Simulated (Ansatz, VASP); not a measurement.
## Two plane-wave programs on NaLiCl2

Contents of POSCAR:

```
NaLiCl2
1.0
    1.8915979397      1.0921145797      6.2476405587
   -1.8915979397      1.0921145797      6.2476405587
    0.0000000000     -2.1842291593      6.2476405587
Li Na Cl
1 1 2
Direct
    1.0000000000      0.0000000000      0.0000000000
    0.5000000000      0.5000000000      0.5000000000
    0.2566860793      0.2566860793      0.2566860793
    0.7433139207      0.7433139207      0.7433139207
```

Contents of INCAR.step1:

```
  ALGO = Normal
  EDIFF = 1E-4
  ENCUT = 520
  GGA = PE
  ISMEAR = 0
  LASPH = True
  LCHARG = False
  LREAL = False
  LWAVE = True
  NBANDS = 20
  NELM = 80
  PREC = Accurate
  SIGMA = 0.01
```

Contents of INCAR.step2:

```
  ALGO = Normal
  EDIFF = 1E-6
  ENCUT = 520
  ISIF = 2
  ISMEAR = 0
  ISTART = 1
  LASPH = True
  LCHARG = False
  LMIXTAU = True
  LREAL = False
  LWAVE = False
  METAGGA = R2SCAN
  NBANDS = 20
  NELM = 80
  PREC = Accurate
  SIGMA = 0.01
```

The input KPOINTS:

```
k-points
0
Gamma
  6 6 6
```

Input for Ansatz:

```yaml
crystal:
  lattice:
    - [1.8915979397, 1.0921145797, 6.2476405587]
    - [-1.8915979397, 1.0921145797, 6.2476405587]
    - [0.0, -2.1842291593, 6.2476405587]
  atoms:
    - { symbol: Li, position: [1.0, 0.0, 0.0] }
    - { symbol: Na, position: [0.5, 0.5, 0.5] }
    - { symbol: Cl, position: [0.2566860793, 0.2566860793, 0.2566860793] }
    - { symbol: Cl, position: [0.7433139207, 0.7433139207, 0.7433139207] }
kpoints:
  mp_grid: { grid: [6, 6, 6] }
hamiltonian:
  xc: r2scan
scf:
  occupations: { method: fixed }
output:
  optics:
    e_range: [0, 21]
    de: 0.05
    sigma: 0.1
    bands: { spectra_wanted_up_to: 21 }
```

Alike in both runs: task single point; functional r2SCAN; k mesh 6 × 6 × 6; no spin polarisation.

```csv
,VASP,Ansatz
version,VASP 6.6.1,Ansatz 0.2.0
potentials or method,"VASP PAW PBE potentials, release 64 (Li_sv, Na_pv, Cl)","plane waves, PAW"
plane-wave cutoff (eV),520,500
occupations,"gaussian, width 0.01 eV",fixed
valence electrons in the cell,24,26
```

|  | VASP | Ansatz | Ansatz less VASP |
| --- | --- | --- | --- |
| gap on the k mesh at the Fermi level (eV) | 6.47 | 6.43 | -0.042 |

VASP's potentials were made for PBE, not for r2SCAN. VASP's potentials hold 24 valence electrons a cell and Ansatz's 26, so a difference there can come from the potentials and not from the codes.

Noted on VASP's run: the cutoff is short for stress, so the pressure is rough.
